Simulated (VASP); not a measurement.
Crystal: HfCd2.

```xyz
6
Lattice="4.3371 0.0000 0.0000 0.0000 4.3371 0.0000 0.0000 0.0000 6.6176" Properties=species:S:1:pos:R:3 pbc="T T T"
Hf    0.0000    2.1686    4.6323
Hf    2.1686    0.0000    1.9853
Cd    0.0000    0.0000    0.0000
Cd    2.1686    2.1686    0.0000
Cd    0.0000    2.1686    1.7868
Cd    2.1686    0.0000    4.8308
```

```yaml
Program: VASP 6.6.1
Task: relaxation of cell and atoms
Functional: PBE
Potentials_or_basis: VASP PAW PBE potentials, release 64 (Hf_pv, Cd)
Cutoff: 500 eV
k_mesh: 4 × 4 × 4
Occupations: gaussian, width 0.1 eV
Spin: no spin polarisation
```

At the start: pressure 8.6 GPa; volume 20.75 Å³/atom.

Question: How do energy, volume and symmetry change on relaxing?

Answer: Over 18 steps the energy falls by 182.1 meV/atom and the volume is 22.27 Å³/atom (+7.3 %); space group P4/nmm (No. 129, to 0.1 Å) before and after.

The path:
| step | energy change (eV) | largest force (eV/Å) | pressure (GPa) | volume (Å³) |
| --- | --- | --- | --- | --- |
| 1 | 0.0000 | 1.1496 | 8.64 | 124.48 |
| 2 | -0.2783 | 0.3345 | -5.58 | 145.68 |
| 3 | -0.4083 | 0.5606 | -1.47 | 137.29 |
| 4 | -0.5483 | 0.5821 | -1.24 | 135.92 |
| 5 | -0.6728 | 0.6576 | -0.53 | 133.69 |
| 6 | -0.5796 | 1.0816 | 3.00 | 128.64 |
| 7 | -0.6993 | 0.7511 | 0.24 | 132.11 |
| 8 | -0.7796 | 0.4142 | 0.14 | 131.86 |
| 9 | -0.7977 | 0.6769 | 0.33 | 131.66 |
| 10 | -0.8734 | 0.6125 | -0.37 | 132.64 |
| 11 | -1.0236 | 0.5592 | -1.41 | 135.36 |
| 12 | -0.5776 | 2.0796 | 1.37 | 139.78 |
| 13 | -1.0297 | 0.5720 | -1.11 | 135.87 |
| 14 | -1.0793 | 0.0768 | 1.02 | 132.34 |
| 15 | -1.0874 | 0.1523 | 0.33 | 133.34 |
| 16 | -1.0895 | 0.0303 | -0.59 | 134.61 |
| 17 | -1.0902 | 0.0688 | -0.30 | 134.20 |
| 18 | -1.0924 | 0.0263 | -0.07 | 133.63 |

Final structure:
```
Hf Cd
1.0
     4.03453    0.00000    0.00000
     0.00000    4.03453    0.00000
     0.00000    0.00000    8.20954
Hf Cd
2 4
Direct
  0.00000 0.50000 0.60702
  0.50000 0.00000 0.39298
  0.00000 0.00000 0.00000
  0.50000 0.50000 0.00000
  0.00000 0.50000 0.26184
  0.50000 0.00000 0.73816
```

Caveat: the k points lie up to 0.39 Å⁻¹ apart in the final cell, too coarse for converged energies and pressures of a metal; a cell axis changed by over 15 % at a fixed basis, so the end point is rough.
